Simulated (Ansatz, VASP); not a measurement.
## Rh in VASP and in Ansatz

File INCAR:

```
SYSTEM = Rh
PREC = Accurate
ENCUT = 500
EDIFF = 1E-6
ISMEAR = -1
SIGMA = 0.05
LREAL = .False.
LASPH = .True.
NELM = 120
ALGO = Normal
ISIF = 2
LWAVE = .False.
LCHARG = .True.
GGA = CA
LELF = .True.
LVHAR = .True.
NBANDS = 14
GGA_COMPAT = .False.
```

Contents of KPOINTS:

```
Automatic mesh
0
Gamma
  17 17 17
  0 0 0
```

Contents of POSCAR:

```
Rh
1.0
    0.0000000000      1.8768619208      1.8768619208
    1.8768619208      0.0000000000      1.8768619208
    1.8768619208      1.8768619208      0.0000000000
Rh
1
Direct
    0.0000000000      0.0000000000      0.0000000000
```

Input for Ansatz:

```yaml
crystal:
  lattice:
    - [0.0, 1.8768619208, 1.8768619208]
    - [1.8768619208, 0.0, 1.8768619208]
    - [1.8768619208, 1.8768619208, 0.0]
  atoms:
    - { symbol: Rh, position: [0.0, 0.0, 0.0] }
kpoints:
  mp_grid: { grid: [17, 17, 17] }
scf:
  occupations: { method: fermi_dirac, width: 0.05 }
hamiltonian:
  xc: lda
  pseudopotentials: { kind: all_electron, datasets: crystal }
output:
  forces: true
  stress: true
  eigenvalues: true
```

Change from the starting cell: volume scaled by 1, crystal datasets.

Alike in both runs: task single point; functional LDA; k mesh 17 × 17 × 17; occupations fermi-dirac, width 0.05 eV; no spin polarisation.

|  | VASP | Ansatz |
| --- | --- | --- |
| version | VASP 6.6.1 | Ansatz 0.2.0 |
| potentials or method | VASP PAW LDA potentials, release 64 (Rh_pv), cutoff 500 eV | all-electron PAW with datasets made for the crystal, scalar-relativistic |

```tsv
	VASP	Ansatz	Ansatz less VASP
pressure (GPa)	1.0	0.0	-0.93
```

LDA's correlation is that of Perdew and Zunger in VASP and of Perdew and Wang (1992) in Ansatz. Ansatz ran all-electron here, and VASP with PAW potentials.
